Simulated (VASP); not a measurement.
# BN (P1) in VASP: single point with r2SCAN

Aim: the single point of BN with r2SCAN.

All numbers are computed with VASP 6.6.1; they aren't measurements. Logs are shortened: lines on timing, memory, paths and dates and some standing lists are left out, and cuts for length are marked.

## (1) The cell of the first run

The typed cell holds 8 atoms: a = 4.276 Å, b = 2.471 Å, c = 4.134 Å, α = 90.61°, β = 89.10°, γ = 89.62°.

## (2) Single point, r2SCAN

POSCAR reads:

```
BN
1.0
    3.6962160000      2.1504320000      0.0338890000
   -1.2282850000      2.1438730000     -0.0133430000
    0.0391030000     -0.0029340000      4.1342490000
B N
4 4
Direct
    0.3410730000      0.9934150000      0.9877900000
    0.8266880000      0.4821900000      0.0017260000
    0.1638570000      0.5043980000      0.4998060000
    0.6795110000      0.9930320000      0.5033510000
    0.3307130000      0.0122390000      0.3787560000
    0.8303690000      0.4869670000      0.3821700000
    0.1669090000      0.5135440000      0.8824570000
    0.6725210000      0.0242580000      0.8834100000
```

INCAR.step1 reads:

```
PREC = Accurate ; ENCUT = 520
ISMEAR = -1 ; SIGMA = 0.1362
LREAL = F ; LASPH = T
NELM = 60 ; NBANDS = 26
GGA = PE ; ALGO = Normal
EDIFF = 1E-4 ; LWAVE = T
LCHARG = F
```

INCAR.step2 reads:

```
PREC = Accurate ; ENCUT = 520
EDIFF = 1E-6 ; ISMEAR = -1
SIGMA = 0.1362 ; LREAL = F
LASPH = T ; NELM = 60
ALGO = Normal ; ISIF = 2
LWAVE = F ; LCHARG = F
METAGGA = R2SCAN ; LMIXTAU = T
NBANDS = 26 ; ISTART = 1
```

KPOINTS reads:

```
Automatic mesh
0
Gamma
  4 7 4
  0.5 0.5 0
```

Potentials or basis: VASP PAW PBE potentials, release 64 (B, N).

Command:

```bash
$ cat potpaw_PBE.64/B/POTCAR potpaw_PBE.64/N/POTCAR > POTCAR
$ cp INCAR.step1 INCAR
$ mpirun -np 1 vasp_std > vasp.out
$ cp INCAR.step2 INCAR
$ mpirun -np 1 vasp_std > vasp.out
```

OUTCAR:

```text
PREC = Accurate
   ENCUT = 520
   EDIFF = 1E-6
   ISMEAR = -1
   LREAL = F
   LASPH = T
   NELM = 60
   ISIF = 2
   METAGGA = R2SCAN
   ISTART = 1

 ion  position               nearest neighbor table
   1  0.341  0.993  0.988-   7 1.47   8 1.48   7 1.55   5 1.62
   2  0.827  0.482  0.002-   8 1.40   7 1.53   6 1.57   8 1.57
   3  0.164  0.504  0.500-   5 1.48   6 1.51   5 1.53   7 1.58
   4  0.680  0.993  0.503-   6 1.47   6 1.48   8 1.57   5 1.59
   5  0.331  0.012  0.379-   3 1.48   3 1.53   4 1.59   1 1.62
   6  0.830  0.487  0.382-   4 1.47   4 1.48   3 1.51   2 1.57
   7  0.167  0.514  0.882-   1 1.47   2 1.53   1 1.55   3 1.58
   8  0.673  0.024  0.883-   2 1.40   1 1.48   4 1.57   2 1.57

  LATTYP: Found a triclinic cell.
 ALAT       =     4.9247318690
 B/A-ratio  =     0.5017208481
 C/A-ratio  =     0.8395248860
 COS(alpha) =     0.0107173134
 COS(beta)  =     0.0190468385
 COS(gamma) =     0.4959850701

  Lattice vectors:

 A1 = (  -4.9245010000,  -0.0065590000,  -0.0472320000)
 A2 = (  -1.2282850000,   2.1438730000,  -0.0133430000)
 A3 = (  -0.0391030000,   0.0029340000,  -4.1342490000)

Analysis of symmetry for initial positions (statically):
=====================================================================
 Subroutine PRICEL returns:
 Original cell was already a primitive cell.

 Routine SETGRP: Setting up the symmetry group for a
 triclinic supercell.

 Subroutine GETGRP returns: Found  1 space group operations
 (whereof  1 operations were pure point group operations)
 out of a pool of  2 trial point group operations.

The static configuration has the point symmetry C_1 .

Analysis of symmetry for dynamics (positions and initial velocities):
=====================================================================
 Subroutine PRICEL returns:
 Original cell was already a primitive cell.

 Routine SETGRP: Setting up the symmetry group for a
 triclinic supercell.

 Subroutine GETGRP returns: Found  1 space group operations
 (whereof  1 operations were pure point group operations)
 out of a pool of  2 trial point group operations.

The dynamic configuration has the point symmetry C_1 .

 Subroutine INISYM returns: Found  1 space group operations
 (whereof  1 operations are pure point group operations),
 and found     1 'primitive' translations

----------------------------------------------------------------------------------------

                                     Primitive cell

  volume of cell :      43.6767

  direct lattice vectors                    reciprocal lattice vectors
     3.696216000  2.150432000  0.033889000     0.202929040  0.116252309 -0.001836863
    -1.228285000  2.143873000 -0.013343000    -0.203553060  0.349837808  0.002173541
     0.039103000 -0.002934000  4.134249000    -0.002320390  0.000176141  0.241903971

  length of vectors
     4.276390881  2.470840650  4.134434961     0.233876396  0.404753091  0.241915164

  position of ions in fractional coordinates (direct lattice)
     0.341073000  0.993415000  0.987790000
     0.826688000  0.482190000  0.001726000
     0.163857000  0.504398000  0.499806000
     0.679511000  0.993032000  0.503351000
     0.330713000  0.012239000  0.378756000
     0.830369000  0.486967000  0.382170000
     0.166909000  0.513544000  0.882457000
     0.672521000  0.024258000  0.883410000

  ion indices of the primitive-cell ions
   primitive index   ion index
                 1           1
                 2           2
                 3           3
                 4           4
                 5           5
                 6           6
                 7           7
                 8           8

----------------------------------------------------------------------------------------

 KPOINTS: Automatic mesh

Automatic generation of k-mesh.
 Grid dimensions read from file:
 generate k-points for:    4    7    4

 Generating k-lattice:

  Cartesian coordinates                     Fractional coordinates (reciprocal lattice)
     0.050732260  0.029063077 -0.000459216     0.250000000 -0.000000000  0.000000000
    -0.029079009  0.049976830  0.000310506     0.000000000  0.142857143 -0.000000000
    -0.000580098  0.000044035  0.060475993    -0.000000000 -0.000000000  0.250000000

  Length of vectors
     0.058469099  0.057821870  0.060478791

  Shift w.r.t. Gamma in fractional coordinates (k-lattice)
     0.500000000  0.500000000  0.000000000

 Subroutine IBZKPT returns following result:
 ===========================================

 Found     56 irreducible k-points:

 Following reciprocal coordinates:
            Coordinates               Weight
  0.125000  0.071429 -0.000000      2.000000
  0.375000  0.071429  0.000000      2.000000
 -0.375000  0.071429 -0.000000      2.000000
 -0.125000  0.071429  0.000000      2.000000
  0.125000  0.214286  0.000000      2.000000
  0.375000  0.214286  0.000000      2.000000
[... 16 lines left out ...]
  0.125000  0.357143  0.250000      2.000000
  0.375000  0.357143  0.250000      2.000000
 [... further k-points ...]
   k-points           NKPTS =     56   k-points in BZ     NKDIM =     56   number of bands    NBANDS=     26
   number of dos      NEDOS =    301   number of ions     NIONS =      8
   total plane-waves  NPLWV =  18432
   dimension x,y,z NGX =    32 NGY =   18 NGZ =   32
   dimension x,y,z NGXF=    64 NGYF=   36 NGZF=   64
   ions per type =               4   4
   NGX,Y,Z   is equivalent  to a cutoff of  12.44, 12.11, 12.87 a.u.
   NGXF,Y,Z  is equivalent  to a cutoff of  24.88, 24.22, 25.73 a.u.
 SYSTEM =  unknown system
   PREC   = accura    normal or accurate (medium, high low for compatibility)
   ISTART =      1    job   : 0-new  1-cont  2-samecut
   ICHARG =      0    charge: 1-file 2-atom 10-const
   ISPIN  =      1    spin polarized calculation?
   LNONCOLLINEAR =      F non collinear calculations
   LSORBIT =      F    spin-orbit coupling
   LASPH  =      T    aspherical Exc in radial PAW
   ENCUT  =  520.0 eV  38.22 Ry    6.18 a.u.   7.95  4.59  7.69*2*pi/ulx,y,z
   NELM   =     60;   NELMIN=  2; NELMDL=  0     # of ELM steps
   EDIFF  = 0.1E-05   stopping-criterion for ELM
   LREAL  =      F    real-space projection
   EDIFFG = 0.1E-04   stopping-criterion for IOM
   NSW    =      0    number of steps for IOM
   IBRION =     -1    ionic relax: 0-MD 1-quasi-New 2-CG
   NFREE  =      0    steps in history (QN), initial steepest desc. (CG)
   ISIF   =      2    stress and relaxation
   ISYM   =      2    0-nonsym 1-usesym 2-fastsym
   POTIM  = 0.5000    time-step for ionic-motion
   TEBEG  =    0.0;   TEEND  =   0.0 temperature during run
   PSTRESS=    0.0 pullay stress
   NELECT =      32.0000    total number of electrons
   NUPDOWN=      -1.0000    fix difference up-down
   EMIN   =  10.00;   EMAX   =-10.00  energy-range for DOS
   EFERMI =   0.00;   METHOD = LEGACY
   ISMEAR =    -1;   SIGMA  =   0.14  broadening in eV -4-tet -1-fermi 0-gaus
   EFERMI_NEDOS =   21; number of points for ismear=-14 and -15
   IALGO  =     38    algorithm
   IMIX   =      4    mixing-type and parameters
     AMIX     =   0.40;   BMIX     =  1.00
     AMIX_MAG =   1.60;   BMIX_MAG =  1.00
  volume/ion in A,a.u.               =       5.46        36.84
  Fermi-wavevector in a.u.,A,eV,Ry     =   1.475848  2.788948 29.635222  2.178127
  Thomas-Fermi vector in A             =   2.590447
   LORBIT       =      0    0 simple, 1 ext, 2 COOP (PROOUT), +10 PAW based schemes
   METAGGA = R2SCAN    functional components
   LHFCALC =     F    Hartree Fock is set to
   AEXX    =    0.0000 exact exchange contribution
   IVDW    =     0    specifies the selected vdW correction
   LEPSILON=     F    determine dielectric tensor
   LRPA    =     F    only Hartree local field effects (RPA)
 non-spin polarized calculation
  energy-cutoff  :      520.00
  volume of cell :       43.68
 maximum number of plane-waves:      1189
   NGX = 15   NGY =  9   NGZ = 15

 number of electron      31.9999995 magnetization

 Free energy of the ion-electron system (eV)
  ---------------------------------------------------
  ext. energy  EPLUGINS =         0.00000000
  ---------------------------------------------------
  free energy    TOTEN  =       -75.57328132 eV

  energy without entropy =      -75.57328132  energy(sigma->0) =      -75.57328132

 E-fermi :  11.2321     XC(G=0): -14.0548

 val. band max:        8.4187614250   @ k =   0.1250   0.0714  -0.0000
 cond. band min:      14.5637650800   @ k =   0.1250   0.3571   0.0000
 fundamental gap:      6.1450036550
 Fermi energy:        11.2320602230

 k-point     1 :       0.1250    0.0714   -0.0000
  band No.  band energies     occupation
      1     -13.8829      2.00000
      2      -9.9310      2.00000
      3      -9.4252      2.00000
      4      -7.6394      2.00000
      5      -3.4749      2.00000
      6      -2.0575      2.00000
[... 18 lines left out ...]
     25      21.8203      0.00000
     26      22.2550      0.00000

 k-point     2 :       0.3750    0.0714    0.0000
  band No.  band energies     occupation
      1     -13.1776      2.00000
      2     -11.6407      2.00000
      3      -8.9519      2.00000
      4      -7.8090      2.00000
      5      -2.7652      2.00000
      6      -1.2424      2.00000
[... 18 lines left out ...]
     25      22.3493      0.00000
     26      22.6884      0.00000

 k-point     3 :      -0.3750    0.0714   -0.0000
  band No.  band energies     occupation
      1     -13.1681      2.00000
      2     -11.6539      2.00000
      3      -8.9396      2.00000
      4      -7.8306      2.00000
      5      -2.7612      2.00000
      6      -1.2449      2.00000
[... 572 lines left out ...]
 k-point    23 :       0.1250    0.3571    0.2500
  band No.  band energies     occupation
      1     -11.4192      2.00000
      2      -9.0748      2.00000
      3      -8.3546      2.00000
      4      -7.7019      2.00000
      5      -1.8592      2.00000
      6      -0.8608      2.00000
[... 18 lines left out ...]
     25      22.8426      0.00000
     26      24.3197      0.00000

 k-point    24 :       0.3750    0.3571    0.2500
  band No.  band energies     occupation
      1     -10.8501      2.00000
      2      -9.5514      2.00000
      3      -8.6338      2.00000
      4      -7.8088      2.00000
      5      -2.3088      2.00000
      6      -1.7599      2.00000
[... 18 lines left out ...]
     25      22.3414      0.00000
     26      22.4910      0.00000

 [... further k-points ...]
[... 5 lines left out ...]
  --------------------------------------------------------------------------------------
  -------------------------------------------------------------------------------------
  Total       11.6358167     13.4109159      7.5749837     -0.3012834      1.0574241     -2.2861141
  in kB      426.8329012    491.9482889    277.8706766    -11.0518818     38.7891470    -83.8607823
  external PRESSURE =     398.8839556 kB  Pullay stress =       0.0000000 kB

 VOLUME and BASIS-vectors are now :
 -----------------------------------------------------------------------------
  energy-cutoff  :      520.00
  volume of cell :       43.68
      direct lattice vectors                 reciprocal lattice vectors
     3.696216000  2.150432000  0.033889000     0.202929040  0.116252309 -0.001836863
    -1.228285000  2.143873000 -0.013343000    -0.203553060  0.349837808  0.002173541
     0.039103000 -0.002934000  4.134249000    -0.002320390  0.000176141  0.241903971

 POSITION                                       TOTAL-FORCE (eV/Angst)
 -----------------------------------------------------------------------------------
      0.07911      2.86031      4.08207        -2.087633      0.749570      2.413965
      2.46342      2.81149      0.02872         0.319665      4.038508      1.567012
      0.00565      1.43226      2.06515         0.421974      0.775622      0.371791
      1.31158      3.58870      2.09076        -2.376345     -0.974950      0.426449
      1.22216      0.73630      1.57692         1.534975     -0.515447     -0.458656
      2.48603      2.82853      1.60163         0.393590      1.002018     -0.925747
      0.02066      1.45731      3.64710         0.738074     -1.303993     -1.508258
      2.49053      1.49562      3.67470         1.055700     -3.771329     -1.886556
 -----------------------------------------------------------------------------------
    total drift:                                0.000087      0.000170     -0.000717

  FREE ENERGIE OF THE ION-ELECTRON SYSTEM (eV)
  ---------------------------------------------------
  free  energy   TOTEN  =       -75.5732813199 eV

  energy  without entropy=      -75.5732813197  energy(sigma->0) =      -75.57328132
```

It took 99 s on 1 thread of Intel Xeon Platinum 8488C (Sapphire Rapids), shared host; peak memory 0.18 GiB.

Results:

| Quantity | Value |
| --- | --- |
| Free energy | -75.5733 eV |
| Pressure | 39.9 GPa |
| Largest force | 4.347 eV/Å |
| Band gap on the k mesh | 6.14 eV |

Forces in eV/Å, atoms in the order of the input:
```
B   -2.088  0.750  2.414
B    0.320  4.039  1.567
B    0.422  0.776  0.372
B   -2.376 -0.975  0.426
N    1.535 -0.515 -0.459
N    0.394  1.002 -0.926
N    0.738 -1.304 -1.508
N    1.056 -3.771 -1.887
```

Caveat: the PAW data sets were made with another functional, which shifts forces and pressure a little.
